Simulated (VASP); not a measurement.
Here is a VASP 6.6.1 calculation.

The input INCAR:

```
SYSTEM = SrCl2
ALGO     = Normal         ! electronic algorithm
EDIFF    = 1E-7           ! SCF threshold, eV
ENCUT    = 520            ! plane-wave cutoff, eV
GGA      = PE             ! functional
ISIF     = 2              ! what is computed and relaxed
ISMEAR   = 0              ! smearing method
LASPH    = .True.         ! aspherical terms in the spheres
LCHARG   = .False.        ! write CHGCAR
LREAL    = .False.        ! projectors in reciprocal space
LWAVE    = .False.        ! write WAVECAR
NBANDS   = 19             ! bands
NELM     = 60             ! most SCF steps
PREC     = Accurate       ! precision mode
SIGMA    = 0.05           ! smearing width, eV
```

File KPOINTS:

```
k-points
0
Gamma
  6 6 6
  0 0 0
```

POSCAR

```
SrCl2
1.0
    0.0000000000      3.6691009325      3.4966531886
    3.6691009325      0.0000000000      3.4966531886
    3.6691009325      3.6691009325      0.0000000000
Sr Cl
1 2
Direct
    0.0000000000      0.0000000000      0.0000000000
    0.2500000000      0.2500000000      0.2500000000
    0.7500000000      0.7500000000      0.7500000000
```

Potentials or basis: VASP PAW PBE potentials, release 64 (Sr_sv, Cl).

Run with:

```sh
$ cat potpaw_PBE.64/Sr_sv/POTCAR potpaw_PBE.64/Cl/POTCAR > POTCAR
$ mpirun -np 1 vasp_std > vasp.out
```

**Question.** Estimate the pressure.

**Answer.** -2.1 GPa.

**Question.** What does it give for the band gap on the k mesh?

**Answer.** 4.72 eV, indirect (least direct gap 4.97 eV).

Stress tensor (GPa, compression positive):
```
-2.81  0.00  0.00
 0.00 -2.81  0.00
 0.00  0.00 -0.65
```

 A k mesh can miss the band edges.
